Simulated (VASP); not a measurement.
Here is a VASP 6.6.1 calculation.

File INCAR:

```
PREC = Accurate ; ENCUT = 520
EDIFF = 1E-6 ; ISMEAR = 0
SIGMA = 0.05 ; LREAL = False
LASPH = True ; NELM = 100
ALGO = Normal ; ISIF = 2
LWAVE = False ; LCHARG = True
GGA = PS ; LELF = True
LVHAR = True ; NBANDS = 11
```

KPOINTS

```
regular mesh
0
Gamma
  10 10 10
```

POSCAR

```
AlN
1.0
    0.1036565955      1.9613016762      1.9613016762
    1.9613016762      0.1036565955      1.9613016762
    1.9613016762      1.9613016762      0.1036565955
Al N
1 1
Direct
    0.5000000000      0.5000000000      0.5000000000
    0.0000000000      0.0000000000      0.0000000000
```

Potentials or basis: VASP PAW PBE potentials, release 64 (Al, N).

Command:

```sh
$ cat potpaw_PBE.64/Al/POTCAR potpaw_PBE.64/N/POTCAR > POTCAR
$ mpirun -np 1 vasp_std > vasp.out
```

Task: What does it give for the band gap on the k mesh?

Result: 3.86 eV, indirect (least direct gap 6.97 eV).

Task: What does it give for the pressure?

Result: 65.5 GPa.

Stress tensor (GPa, compression positive):
```
 65.47 -22.96 -22.96
-22.96  65.47 -22.96
-22.96 -22.96  65.47
```

Caveat: the PAW data sets were made with another functional, which shifts forces and pressure a little. A k mesh can miss the band edges.
